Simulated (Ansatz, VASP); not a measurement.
**One calculation of TiSi2, two programs**

POSCAR

```
TiSi2
1.0
    0.0000000000      4.1175163100      4.2628978400
    2.3895119500      0.0000000000      4.2628978400
    2.3895119500      4.1175163100      0.0000000000
Ti Si
2 4
Direct
    0.5000000000      0.5000000000      0.5000000000
    0.7500000000      0.7500000000      0.7500000000
    0.8374343900      0.1625656100      0.8374343900
    0.1625656100      0.8374343900      0.1625656100
    0.0874343900      0.4125656100      0.0874343900
    0.4125656100      0.0874343900      0.4125656100
```

INCAR.step1

```
SYSTEM = TiSi2
ALGO = Normal
EDIFF = 1E-4
ENCUT = 520
GGA = PE
ISMEAR = 0
LASPH = .TRUE.
LCHARG = .FALSE.
LREAL = .FALSE.
LWAVE = .TRUE.
NBANDS = 29
NELM = 60
PREC = Accurate
SIGMA = 0.1
```

The input INCAR.step2:

```
SYSTEM = TiSi2
ALGO = Normal
BPARAM = 11.95
CPARAM = 0.0093
EDIFF = 1E-6
ENCUT = 520
ISIF = 2
ISMEAR = 0
ISTART = 1
IVDW_NL = 2
LASPH = .TRUE.
LCHARG = .TRUE.
LELF = .TRUE.
LMIXTAU = .TRUE.
LREAL = .FALSE.
LUSE_VDW = .TRUE.
LVHAR = .TRUE.
LWAVE = .FALSE.
METAGGA = R2SCAN
NBANDS = 29
NELM = 60
PREC = Accurate
SIGMA = 0.1
```

File KPOINTS:

```
k-points
0
G
  6 6 6
  0 0 0
```

Input for Ansatz:

```yaml
crystal:
  lattice:
    - [0.0, 4.11751631, 4.26289784]
    - [2.38951195, 0.0, 4.26289784]
    - [2.38951195, 4.11751631, 0.0]
  atoms:
    - { symbol: Ti, position: [0.5, 0.5, 0.5] }
    - { symbol: Ti, position: [0.75, 0.75, 0.75] }
    - { symbol: Si, position: [0.83743439, 0.16256561, 0.83743439] }
    - { symbol: Si, position: [0.16256561, 0.83743439, 0.16256561] }
    - { symbol: Si, position: [0.08743439, 0.41256561, 0.08743439] }
    - { symbol: Si, position: [0.41256561, 0.08743439, 0.41256561] }
basis:
  ecutwfc: 500
kpoints:
  mp_grid: { grid: [6, 6, 6] }
hamiltonian:
  xc: r2scan
  dispersion: rvv10
  pseudopotentials: { kind: paw, azcp: { folder: soft_1 } }
scf:
  occupations: { method: gaussian, width: 0.1 }
output:
  forces: true
  stress: true
  eigenvalues: true
```

Alike in both runs: task single point; functional r2SCAN; dispersion rVV10; k mesh 6 × 6 × 6; occupations gaussian, width 0.1 eV; no spin polarisation.

|  | VASP | Ansatz |
| --- | --- | --- |
| version | VASP 6.6.1 | Ansatz 0.2.0 |
| potentials or method | VASP PAW PBE potentials, release 64 (Ti_sv, Si), cutoff 520 eV | scalar-relativistic, plane waves, PAW |
| valence electrons in the cell | 40 | 40 |

Ansatz gave:

| Property | Result |
| --- | --- |
| gap on the k mesh at the Fermi level (eV) | none |
| pressure (GPa) | -0.9 |
| traceless stress, the component that is largest in VASP (GPa) | -0.98 |
| rms of the force components (eV/Å) | 0.021 |

**Question.** What did VASP give for the same quantities?

**Answer.** gap on the k mesh at the Fermi level (eV): none; pressure (GPa): -0.6; traceless stress, the component that is largest in VASP (GPa): -1.02; rms of the force components (eV/Å): 0.018.

VASP's potentials were made for PBE, not for r2SCAN. Atom by atom the forces differ by 0.003 eV/Å (rms over components). A gap of «none» marks a metal or a gap that the smearing closes.
